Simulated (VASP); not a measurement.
Wanted: the native input for a VASP 6.6.1 run.

* Task: single point
* Functional: PBE
* Dispersion: D3(BJ)
* Potentials or basis: VASP PAW PBE potentials, release 64 (Si)
* Cutoff: 520 eV
* k mesh: 9 × 9 × 1
* Occupations: gaussian, width 0.1 eV
* Spin: no spin polarisation
* Dipole correction: yes
* Further INCAR settings: ALGO = Normal; EDIFF = 1e-06; NBANDS = 16

The structure of Si lies in POSCAR:

```
Si
1.0
    3.8475254748      0.0000000000      0.0000000000
   -1.9237627374      3.3320548028      0.0000000000
    0.0000000000      0.0000000000     18.4415958287
Si
4
Direct
    0.3333333333      0.6666666667      0.2695427207
    0.6666666667      0.3333333333      0.2440135898
    0.1666666667      1.6666666667      0.5119728204
    0.5000000000      1.3333333333      0.4864436895
```

These files were run (other wordings do the same):

INCAR

```
  PREC = Accurate
  ENCUT = 520
  EDIFF = 1E-6
  ISMEAR = 0
  SIGMA = 0.1
  LREAL = F
  LASPH = T
  NELM = 80
  ALGO = Normal
  ISIF = 2
  LWAVE = F
  LCHARG = F
  LDIPOL = T
  IDIPOL = 3
  DIPOL = 0.5 0.5 0.378
  GGA = PE
  IVDW = 12
  NBANDS = 16
```

KPOINTS

```
regular mesh
0
Gamma
  9 9 1
```

Potentials or basis: VASP PAW PBE potentials, release 64 (Si).

Run with:

```sh
$ cat potpaw_PBE.64/Si/POTCAR > POTCAR
$ mpirun -np 1 vasp_std > vasp.out
```

Results of the run:

| Quantity | Value |
| --- | --- |
| Largest force | 0.114 eV/Å |
| Band gap on the k mesh | 0.50 eV, indirect (least direct gap 0.53 eV) |
| Dispersion energy per atom | -0.241 eV |

Wall time 3.2 min on 1 thread of Intel(R) Xeon(R) Platinum 8488C (Sapphire Rapids) (shared host), peak memory 0.4 GiB.
